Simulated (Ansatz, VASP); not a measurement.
One calculation of CoPtO2, two programs

```
CELL_PARAMETERS angstrom
1.41129 0.81481 5.93613
-1.41129 0.81481 5.93613
0.00000 -1.62962 5.93613
ATOMIC_POSITIONS crystal
Co 0.50000 0.50000 0.50000
Pt 0.00000 0.00000 0.00000
O 0.88784 0.88784 0.88784
O 0.11216 0.11216 0.11216
```

Alike in both runs: functional PBE; k mesh 12 × 12 × 12; occupations methfessel-paxton of order 1, width 0.2 eV; no spin polarisation.

Ansatz relaxed the structure, and its values are those at the end. VASP's run is a single point on that final structure, the one shown.

|  | VASP | Ansatz |
| --- | --- | --- |
| version | VASP 6.6.1 | Ansatz 0.2.0 |
| potentials or method | VASP PAW PBE potentials, release 64 (Co, Pt, O) | scalar-relativistic, plane waves, PAW |
| plane-wave cutoff (eV) | 520 | 420 |
| valence electrons in the cell | 31 | 47 |

|  | VASP | Ansatz | Ansatz less VASP |
| --- | --- | --- | --- |
| gap on the k mesh at the Fermi level (eV) | none | none | - |
| pressure (GPa) | 6.7 | 6.8 | +0.03 |
| rms of the force components (eV/Å) | 0.005 | 0.000 | -0.0047 |

A gap of «none» marks a metal or a gap that the smearing closes. VASP's potentials hold 31 valence electrons a cell and Ansatz's 47, so a difference there can come from the potentials and not from the codes. Ansatz's warnings: stress scf threshold loose.

Spin-orbit coupling is off throughout.
